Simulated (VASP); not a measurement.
Set up this calculation in VASP 6.6.1, as the native input.

```yaml
Task: single point
Functional: PBE
Potentials_or_basis: VASP PAW PBE potentials, release 64 (W_sv, S)
Cutoff: 520 eV
k_mesh: 6 × 6 × 4
Occupations: gaussian, width 0.1 eV
Spin: no spin polarisation
Dipole_correction: no
Further_INCAR_settings: ALGO = Normal; EDIFF = 1e-07; NBANDS = 39
```

The structure of W4S lies in POSCAR:

```
W4S
1.0
    4.4251332379      0.0000000000      0.0000000000
   -2.2125666190      3.8322777991      0.0000000000
    0.0000000000      0.0000000000      7.1971443259
W S
4 1
Direct
    0.0000000000      0.0000000000      0.1803735964
    0.0000000000      0.0000000000      0.8196264036
    0.3333333333      0.6666666667      0.0000000000
    0.6666666667      0.3333333333      0.0000000000
    0.0000000000      0.0000000000      0.5000000000
```

The cell was built from a structure type or drawn by symmetry, and may not be a known phase.

These files were run (other wordings do the same):

INCAR

```
PREC = Accurate
ENCUT = 520
EDIFF = 1E-7
ISMEAR = 0
SIGMA = 0.1
LREAL = F
LASPH = T
NELM = 100
ALGO = Normal
ISIF = 2
LWAVE = F
LCHARG = T
GGA = PE
LELF = T
LVHAR = T
NBANDS = 39
```

KPOINTS

```
Automatic mesh
0
Gamma
  6 6 4
```

Potentials or basis: VASP PAW PBE potentials, release 64 (W_sv, S).

Run with:

```console
$ cat potpaw_PBE.64/W_sv/POTCAR potpaw_PBE.64/S/POTCAR > POTCAR
$ mpirun -np 1 vasp_std > vasp.out
```

Results of the run:

The pressure is 0.3 GPa. The largest force is 0.023 eV/Å and the band gap on the k mesh is zero (bands 31 and 32 overlap by 0.62 eV).

Caveat: spin-orbit coupling is left out, which moves the levels of the heavy elements.

Wall time 63 s on 1 thread of Intel(R) Xeon(R) 6975P-C (Granite Rapids), on a shared host, peak memory 0.28 GiB.
